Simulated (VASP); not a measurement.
Write the native input for VASP 6.6.1 that does the following.

* Task: density of states
* Functional: PBE
* Potentials or basis: VASP PAW PBE potentials, release 64 (Pb_d, F)
* Cutoff: 520 eV
* k mesh: 11 × 11 × 11
* Occupations: fermi-dirac, width 0.05 eV
* Spin: no spin polarisation
* Dipole correction: no
* k mesh for the DOS: 17 × 17 × 17
* Occupations for the DOS: tetrahedron
* Further INCAR settings: ALGO = Normal; EDIFF = 1e-06; NBANDS = 21

Crystal: PbF2 (fluorite type).

```
Pb F
1.0
     0.00000    3.00000    3.00000
     3.00000    0.00000    3.00000
     3.00000    3.00000    0.00000
Pb F
1 2
Direct
  0.00000 0.00000 0.00000
  0.25000 0.25000 0.25000
  0.75000 0.75000 0.75000
```

The input as run:

POSCAR

```
PbF2
1.0
    0.0000000000      2.9999987340      2.9999987340
    2.9999987340      0.0000000000      2.9999987340
    2.9999987340      2.9999987340      0.0000000000
Pb F
1 2
Direct
    0.0000000000      0.0000000000      0.0000000000
    0.2500000000      0.2500000000      0.2500000000
    0.7500000000      0.7500000000      0.7500000000
```

INCAR.step1

```
  PREC = Accurate
  ENCUT = 520
  EDIFF = 1E-6
  ISMEAR = -1
  SIGMA = 0.05
  LREAL = False
  LASPH = True
  NELM = 80
  ALGO = Normal
  ISIF = 2
  LWAVE = False
  LCHARG = True
  GGA = PE
  NBANDS = 21
```

KPOINTS.step1

```
regular mesh
0
Gamma
  11 11 11
```

INCAR.step2

```
  PREC = Accurate
  ENCUT = 520
  EDIFF = 1E-6
  ISMEAR = -5
  SIGMA = 0.05
  LREAL = False
  LASPH = True
  NELM = 80
  ALGO = Normal
  ISIF = 2
  LWAVE = False
  LCHARG = False
  GGA = PE
  LORBIT = 11
  NBANDS = 21
  NEDOS = 2001
  ICHARG = 11
```

KPOINTS.step2

```
regular mesh
0
Gamma
  17 17 17
```

Potentials or basis: VASP PAW PBE potentials, release 64 (Pb_d, F).

Command:

```sh
$ cat potpaw_PBE.64/Pb_d/POTCAR potpaw_PBE.64/F/POTCAR > POTCAR
$ cp INCAR.step1 INCAR
$ cp KPOINTS.step1 KPOINTS
$ mpirun -np 1 vasp_std > vasp.out
$ cp INCAR.step2 INCAR
$ cp KPOINTS.step2 KPOINTS
$ mpirun -np 1 vasp_std > vasp.out
```

Results of the run:

The valence electrons inside the program's atomic spheres are Pb 11.69; F 6.06.

Caveat: spin-orbit coupling is left out, which moves the levels of the heavy elements.

It took 57 s on 1 thread of Intel(R) Xeon(R) 6975P-C (Granite Rapids), with other jobs on the host, peak memory 0.29 GiB.
